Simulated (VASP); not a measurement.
# Ca3SiSe (P3m1) in VASP: relaxation of cell and atoms with PBE

Aim: the relaxation of cell and atoms of Ca3SiSe with PBE.

Program: VASP 6.6.1. These are calculated values, not measurements. Logs are shortened: lines on timing, memory, paths and dates and some standing lists are left out, and cuts for length are marked.

## Step 1: The cell of the first run

The structure is trigonal, space group P3m1 (No. 156). The conventional cell has a = 5.051 Å, b = 5.051 Å, c = 6.457 Å, α = 90.00°, β = 90.00°, γ = 120.00°. Ca (site symmetry 3m) has 3 Si at 3.13 Å and 3 Se at 3.38 Å and 6 Ca at 3.43 to 3.71 Å within 4.1 Å. Ca (site symmetry 3m) has 3 Se at 2.97 Å and 2 Si at 3.04 to 3.42 Å and 6 Ca at 3.71 to 3.76 Å within 3.9 Å. Within 3.9 Å of Ca (site symmetry 3m) lie 2 Se at 2.95 to 3.51 Å and 3 Si at 2.99 Å and 6 Ca at 3.43 to 3.76 Å. Within 3.9 Å of Si (site symmetry 3m) lie 8 Ca at 2.99 to 3.42 Å. Se (site symmetry 3m) has 8 Ca at 2.95 to 3.51 Å within 3.9 Å.

The cell was generated, and may not be a known phase.

## Step 2: Relaxation of cell and atoms, PBE

INCAR

```
PREC = Accurate
ENCUT = 600
EDIFF = 1E-7
ISMEAR = 0
SIGMA = 0.02
LREAL = False
LASPH = True
NELM = 100
ALGO = Normal
ISIF = 3
LWAVE = False
LCHARG = False
GGA = PE
IBRION = 2
NSW = 100
EDIFFG = -0.01
```

KPOINTS

```
Automatic mesh
0
Gamma
  9 9 6
```

POSCAR

```
Ca3SiSe
1.0
    5.0509172455      0.0000000000      0.0000000000
   -2.5254586227      4.3742226470      0.0000000000
    0.0000000000      0.0000000000      6.4572393380
Ca Si Se
3 1 1
Direct
    0.0000000000      0.0000000000      0.9668740405
    0.3333333333      0.6666666667      0.3211689000
    0.6666666667      0.3333333333      0.6885127794
    0.3333333333      0.6666666667      0.7917346012
    0.6666666667      0.3333333333      0.2317096790
```

Potentials or basis: VASP PAW PBE potentials, release 64 (Ca_sv, Si, Se).

The run is started by

```bash
> cat potpaw_PBE.64/Ca_sv/POTCAR potpaw_PBE.64/Si/POTCAR potpaw_PBE.64/Se/POTCAR > POTCAR
> mpirun -np 1 vasp_std > vasp.out
```

OUTCAR:

```text
PREC = Accurate
   ENCUT = 600
   EDIFF = 1E-7
   ISMEAR = 0
   LREAL = False
   LASPH = True
   NELM = 100
   ISIF = 3
   GGA = PE
   IBRION = 2
   NSW = 100
   EDIFFG = -0.01

 ion  position               nearest neighbor table
   1  0.000  0.000  0.967-   4 3.13   4 3.13   4 3.13
   2  0.333  0.667  0.321-   5 2.97   5 2.97   5 2.97   4 3.04
   3  0.667  0.333  0.689-   5 2.95   4 2.99   4 2.99   4 2.99
   4  0.333  0.667  0.792-   3 2.99   3 2.99   3 2.99   2 3.04   1 3.13   1 3.13   1 3.13
   5  0.667  0.333  0.232-   3 2.95   2 2.97   2 2.97   2 2.97

  LATTYP: Found a hexagonal cell.
 ALAT       =     5.0509172455
 C/A-ratio  =     1.2784290504

  Lattice vectors:

 A1 = (   5.0509172455,   0.0000000000,   0.0000000000)
 A2 = (  -2.5254586227,   4.3742226470,   0.0000000000)
 A3 = (   0.0000000000,   0.0000000000,   6.4572393380)

Analysis of symmetry for initial positions (statically):
=====================================================================
 Subroutine PRICEL returns:
 Original cell was already a primitive cell.

 Routine SETGRP: Setting up the symmetry group for a
 hexagonal supercell.

 Subroutine GETGRP returns: Found  6 space group operations
 (whereof  6 operations were pure point group operations)
 out of a pool of 24 trial point group operations.

The static configuration has the point symmetry C_3v.

Analysis of symmetry for dynamics (positions and initial velocities):
=====================================================================
 Subroutine PRICEL returns:
 Original cell was already a primitive cell.

 Routine SETGRP: Setting up the symmetry group for a
 hexagonal supercell.

 Subroutine GETGRP returns: Found  6 space group operations
 (whereof  6 operations were pure point group operations)
 out of a pool of 24 trial point group operations.

The dynamic configuration has the point symmetry C_3v.

 Subroutine INISYM returns: Found  6 space group operations
 (whereof  6 operations are pure point group operations),
 and found     1 'primitive' translations

----------------------------------------------------------------------------------------

                                     Primitive cell

  volume of cell :     142.6652

  direct lattice vectors                    reciprocal lattice vectors
     5.050917245  0.000000000  0.000000000     0.197983842  0.114306024  0.000000000
    -2.525458623  4.374222647  0.000000000     0.000000000  0.228612049  0.000000000
     0.000000000  0.000000000  6.457239338     0.000000000  0.000000000  0.154864943

  length of vectors
     5.050917245  5.050917245  6.457239338     0.228612049  0.228612049  0.154864943

  position of ions in fractional coordinates (direct lattice)
     0.000000000  0.000000000  0.966874041
     0.333333333  0.666666667  0.321168900
     0.666666667  0.333333333  0.688512779
     0.333333333  0.666666667  0.791734601
     0.666666667  0.333333333  0.231709679

  ion indices of the primitive-cell ions
   primitive index   ion index
                 1           1
                 2           2
                 3           3
                 4           4
                 5           5

----------------------------------------------------------------------------------------

 KPOINTS: Automatic mesh

Automatic generation of k-mesh.
 Grid dimensions read from file:
 generate k-points for:    9    9    6

 Generating k-lattice:

  Cartesian coordinates                     Fractional coordinates (reciprocal lattice)
     0.021998205  0.012700669  0.000000000     0.111111111  0.000000000  0.000000000
     0.000000000  0.025401339  0.000000000     0.000000000  0.111111111  0.000000000
     0.000000000  0.000000000  0.025810824     0.000000000  0.000000000  0.166666667

  Length of vectors
     0.025401339  0.025401339  0.025810824

  Shift w.r.t. Gamma in fractional coordinates (k-lattice)
     0.000000000  0.000000000  0.000000000

 Subroutine IBZKPT returns following result:
 ===========================================

 Found     62 irreducible k-points:

 Following reciprocal coordinates:
            Coordinates               Weight
  0.000000  0.000000  0.000000      1.000000
  0.111111  0.000000  0.000000      6.000000
  0.222222  0.000000  0.000000      6.000000
  0.333333  0.000000  0.000000      6.000000
  0.444444  0.000000  0.000000      6.000000
  0.111111  0.111111  0.000000      6.000000
[... 16 lines left out ...]
  0.222222  0.111111  0.166667     12.000000
 -0.111111  0.333333  0.166667     12.000000
 [... further k-points ...]
   k-points           NKPTS =     62   k-points in BZ     NKDIM =     62   number of bands    NBANDS=     24
   number of dos      NEDOS =    301   number of ions     NIONS =      5
   total plane-waves  NPLWV =  86400
   dimension x,y,z NGX =    40 NGY =   40 NGZ =   54
   dimension x,y,z NGXF=    80 NGYF=   80 NGZF=  108
   ions per type =               3   1   1
   NGX,Y,Z   is equivalent  to a cutoff of  13.17, 13.17, 13.90 a.u.
   NGXF,Y,Z  is equivalent  to a cutoff of  26.33, 26.33, 27.81 a.u.
 SYSTEM =  unknown system
   PREC   = accura    normal or accurate (medium, high low for compatibility)
   ISTART =      0    job   : 0-new  1-cont  2-samecut
   ICHARG =      2    charge: 1-file 2-atom 10-const
   ISPIN  =      1    spin polarized calculation?
   LNONCOLLINEAR =      F non collinear calculations
   LSORBIT =      F    spin-orbit coupling
   LASPH  =      T    aspherical Exc in radial PAW
   ENCUT  =  600.0 eV  44.10 Ry    6.64 a.u.  10.09 10.09 12.90*2*pi/ulx,y,z
   NELM   =    100;   NELMIN=  2; NELMDL= -5     # of ELM steps
   EDIFF  = 0.1E-06   stopping-criterion for ELM
   LREAL  =      F    real-space projection
   EDIFFG = -.1E-01   stopping-criterion for IOM
   NSW    =    100    number of steps for IOM
   IBRION =      2    ionic relax: 0-MD 1-quasi-New 2-CG
   NFREE  =      1    steps in history (QN), initial steepest desc. (CG)
   ISIF   =      3    stress and relaxation
   ISYM   =      2    0-nonsym 1-usesym 2-fastsym
   POTIM  = 0.5000    time-step for ionic-motion
   TEBEG  =    0.0;   TEEND  =   0.0 temperature during run
   PSTRESS=    0.0 pullay stress
   NELECT =      40.0000    total number of electrons
   NUPDOWN=      -1.0000    fix difference up-down
   EMIN   =  10.00;   EMAX   =-10.00  energy-range for DOS
   EFERMI =   0.00;   METHOD = LEGACY
   ISMEAR =     0;   SIGMA  =   0.02  broadening in eV -4-tet -1-fermi 0-gaus
   EFERMI_NEDOS =   21; number of points for ismear=-14 and -15
   IALGO  =     38    algorithm
   IMIX   =      4    mixing-type and parameters
     AMIX     =   0.40;   BMIX     =  1.00
     AMIX_MAG =   1.60;   BMIX_MAG =  1.00
  volume/ion in A,a.u.               =      28.53       192.55
  Fermi-wavevector in a.u.,A,eV,Ry     =   1.071492  2.024826 15.620774  1.148095
  Thomas-Fermi vector in A             =   2.207234
   LORBIT       =      0    0 simple, 1 ext, 2 COOP (PROOUT), +10 PAW based schemes
   GGA     = PE    functional components
   LHFCALC =     F    Hartree Fock is set to
   AEXX    =    0.0000 exact exchange contribution
   IVDW    =     0    specifies the selected vdW correction
   LEPSILON=     F    determine dielectric tensor
   LRPA    =     F    only Hartree local field effects (RPA)
 conjugate gradient relaxation of ions
 non-spin polarized calculation
 Gauss-broadening in eV      SIGMA  =   0.02
  energy-cutoff  :      600.00
  volume of cell :      142.67
 maximum number of plane-waves:      4794
   NGX = 21   NGY = 21   NGZ = 25

--------------------------------------- Ionic step        1  -------------------------------------------

 number of electron      40.0000002 magnetization

 Free energy of the ion-electron system (eV)
  ---------------------------------------------------
  ext. energy  EPLUGINS =         0.00000000
  ---------------------------------------------------
  free energy    TOTEN  =       -19.38614877 eV

  energy without entropy =      -19.38614877  energy(sigma->0) =      -19.38614877

------------------------ aborting loop because EDIFF is reached ----------------------------------------

  FORCE on cell =-STRESS in cart. coord.  units (eV):
  Direction    XX          YY          ZZ          XY          YZ          ZX
  --------------------------------------------------------------------------------------
  -------------------------------------------------------------------------------------
  Total        0.0387421      0.0387421      0.1758704      0.0000000     -0.0000000      0.0000000
  in kB        0.4350862      0.4350862      1.9750826      0.0000000     -0.0000000      0.0000000
  external PRESSURE =       0.9484183 kB  Pullay stress =       0.0000000 kB

 VOLUME and BASIS-vectors are now :
 -----------------------------------------------------------------------------
  energy-cutoff  :      600.00
  volume of cell :      142.67
      direct lattice vectors                 reciprocal lattice vectors
     5.050917245  0.000000000  0.000000000     0.197983842  0.114306024  0.000000000
    -2.525458623  4.374222647  0.000000000     0.000000000  0.228612049  0.000000000
     0.000000000  0.000000000  6.457239338     0.000000000  0.000000000  0.154864943
[... 157 lines left out ...]
 POSITION                                       TOTAL-FORCE (eV/Angst)
 -----------------------------------------------------------------------------------
     -0.00000     -0.00000      6.26331         0.000000      0.000000     -0.001590
     -0.00000      2.91536      2.07697         0.000000      0.000000     -0.002691
      2.52477      1.45768      4.46265         0.000000      0.000000     -0.009158
     -0.00000      2.91536      5.13306        -0.000000     -0.000000      0.000941
      2.52477      1.45768      1.50075        -0.000000     -0.000000      0.012497
 -----------------------------------------------------------------------------------
    total drift:                                0.000000     -0.000000      0.000040

  FREE ENERGIE OF THE ION-ELECTRON SYSTEM (eV)
  ---------------------------------------------------
  free  energy   TOTEN  =       -19.3865424653 eV

  energy  without entropy=      -19.3865424653  energy(sigma->0) =      -19.38654247

--------------------------------------- Ionic step        6  -------------------------------------------

 number of electron      40.0000001 magnetization

 Free energy of the ion-electron system (eV)
  ---------------------------------------------------
  ext. energy  EPLUGINS =         0.00000000
  ---------------------------------------------------
  free energy    TOTEN  =       -19.38655607 eV

  energy without entropy =      -19.38655607  energy(sigma->0) =      -19.38655607

 E-fermi :   3.4272     XC(G=0):  -8.6798

 val. band max:        3.2177597946   @ k =   0.0000   0.0000   0.0000
 cond. band min:       3.8127925789   @ k =   0.3333   0.3333   0.0000
 fundamental gap:      0.5950327843
 Fermi energy:         3.4272236691

 k-point     1 :       0.0000    0.0000    0.0000
  band No.  band energies     occupation
      1     -38.1958      2.00000
      2     -38.0852      2.00000
      3     -37.4416      2.00000
      4     -19.2753      2.00000
      5     -19.2753      2.00000
      6     -19.1978      2.00000
[... 16 lines left out ...]
     23       4.5294      0.00000
     24       5.8741      0.00000
[... 598 lines left out ...]
      2     -38.0850      2.00000
      3     -37.4418      2.00000
      4     -19.2933      2.00000
      5     -19.2801      2.00000
      6     -19.1861      2.00000
[... 16 lines left out ...]
     23       5.1905      0.00000
     24       5.5408      0.00000

 [... further k-points ...]
[... 5 lines left out ...]
  --------------------------------------------------------------------------------------
  -------------------------------------------------------------------------------------
  Total        0.0052346      0.0052346      0.0035947      0.0000000     -0.0000000     -0.0000000
  in kB        0.0586214      0.0586214      0.0402560      0.0000000     -0.0000000     -0.0000000
  external PRESSURE =       0.0524996 kB  Pullay stress =       0.0000000 kB

 VOLUME and BASIS-vectors are now :
 -----------------------------------------------------------------------------
  energy-cutoff  :      600.00
  volume of cell :      143.07
      direct lattice vectors                 reciprocal lattice vectors
     5.049509439 -0.000000000  0.000000000     0.198039040  0.114337893  0.000000000
    -2.524754719  4.373003451 -0.000000000     0.000000000  0.228675786  0.000000000
    -0.000000000 -0.000000000  6.479054076    -0.000000000  0.000000000  0.154343518

 POSITION                                       TOTAL-FORCE (eV/Angst)
 -----------------------------------------------------------------------------------
      2.52475      4.37300      6.26330         0.000000      0.000000     -0.001499
     -0.00000      2.91534      2.07674         0.000000      0.000000     -0.002014
      2.52475      1.45767      4.46224         0.000000      0.000000     -0.006542
     -0.00000      2.91534      5.13333        -0.000000     -0.000000      0.000619
      2.52475      1.45767      1.50156        -0.000000     -0.000000      0.009436
 -----------------------------------------------------------------------------------
    total drift:                                0.000000     -0.000000     -0.000250

  FREE ENERGIE OF THE ION-ELECTRON SYSTEM (eV)
  ---------------------------------------------------
  free  energy   TOTEN  =       -19.3865560738 eV

  energy  without entropy=      -19.3865560738  energy(sigma->0) =      -19.38655607

 reached required accuracy - stopping structural energy minimisation
```

Run time: 9.6 min. Hardware: 1 thread of AMD EPYC 9R45 (Zen 5), shared host; peak memory 0.45 GiB.

Results:

| Property | Result |
| --- | --- |
| Free energy | -19.3866 eV |
| Relaxed volume | 28.61 Å³/atom |
| Relaxed cell | a = 5.050 Å, b = 5.050 Å, c = 6.479 Å, α = 90.00°, β = 90.00°, γ = 120.00° |
| Space group after relaxing (to 0.1 Å) | P3m1 (No. 156) |
| Energy gained by relaxing | 0.1 meV/atom |
| Ionic steps | 6 |
| Pressure after relaxing | 0.0 GPa |
| Largest force after relaxing | 0.009 eV/Å |
| Band gap on the k mesh | 0.59 eV (least direct gap 0.64 eV) |

Forces on the atoms (eV/Å):
```
Ca   0.000  0.000 -0.001
Ca   0.000  0.000 -0.002
Ca   0.000  0.000 -0.007
Si   0.000  0.000  0.001
Se   0.000  0.000  0.009
```

Step by step:
```
step  energy change (eV)  largest force (eV/Å)  pressure (GPa)  volume (Å³)
   1              0.0000                0.0294            0.09       142.67
   2             -0.0003                0.0189            0.00       143.01
   3             -0.0003                0.0134           -0.04       143.20
   4             -0.0004                0.0115           -0.01       143.11
   5             -0.0004                0.0125            0.00       143.07
   6             -0.0004                0.0094            0.01       143.07
```

Final structure:
```
Ca Si Se
1.0
     5.04951    0.00000    0.00000
    -2.52475    4.37300    0.00000
     0.00000    0.00000    6.47905
Ca Si Se
3 1 1
Direct
  0.00000 0.00000 0.96670
  0.33333 0.66667 0.32053
  0.66667 0.33333 0.68872
  0.33333 0.66667 0.79230
  0.66667 0.33333 0.23176
```

Caveat: semilocal functionals underestimate gaps, and a narrow one can read as zero.
